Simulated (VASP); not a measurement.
Write the native input for VASP 6.6.1 that does the following.

- Task: relaxation of cell and atoms
- Functional: LDA
- Potentials or basis: VASP PAW LDA potentials, release 64 (Na_pv, Cl)
- Cutoff: 600 eV
- k mesh: 6 × 6 × 4
- Occupations: fermi-dirac, width 0.02 eV
- Spin: no spin polarisation
- Dipole correction: no
- Further INCAR settings: ALGO = Normal; EDIFF = 1e-07; IBRION = 2; EDIFFG = -0.005; NSW = 80; ISIF = 3

The structure of NaCl lies in POSCAR:

```
NaCl
1.0
    3.9554594119      0.0000000000      0.0000000000
   -1.9777297060      3.4255283344      0.0000000000
    0.0000000000      0.0000000000      6.8388213760
Na Cl
2 2
Direct
    0.0000000000      0.0000000000      0.0000000000
    0.0000000000      0.0000000000      0.5000000000
    0.3333333333      0.6666666667      0.2500000000
    0.6666666667      0.3333333333      0.7500000000
```

One way to write it, as run:

INCAR

```
  PREC = Accurate
  ENCUT = 600
  EDIFF = 1E-7
  ISMEAR = -1
  SIGMA = 0.02
  LREAL = F
  LASPH = T
  NELM = 80
  ALGO = Normal
  ISIF = 3
  LWAVE = F
  LCHARG = F
  GGA = CA
  IBRION = 2
  NSW = 80
  EDIFFG = -0.005
```

KPOINTS

```
Automatic mesh
0
Gamma
  6 6 4
```

Potentials or basis: VASP PAW LDA potentials, release 64 (Na_pv, Cl).

Run with:

```console
$ cat potpaw_LDA.64/Na_pv/POTCAR potpaw_LDA.64/Cl/POTCAR > POTCAR
$ mpirun -np 1 vasp_std > vasp.out
```

Results of the run:

```
Relaxed volume                        : 20.48 Å³/atom
Relaxed cell                          : a = 3.790 Å, b = 3.790 Å, c = 6.587 Å, α = 90.00°, β = 90.00°, γ = 120.00°
Space group after relaxing (to 0.1 Å) : P6_3/mmc (No. 194)
Energy gained by relaxing             : 27.7 meV/atom
Ionic steps                           : 9
Pressure after relaxing               : 0.0 GPa
Band gap on the k mesh                : 4.95 eV
```

Run time: 79 s on 1 thread of AMD EPYC 9R45 96-Core Processor (Zen 5), with other jobs on the host, peak memory 0.17 GiB.
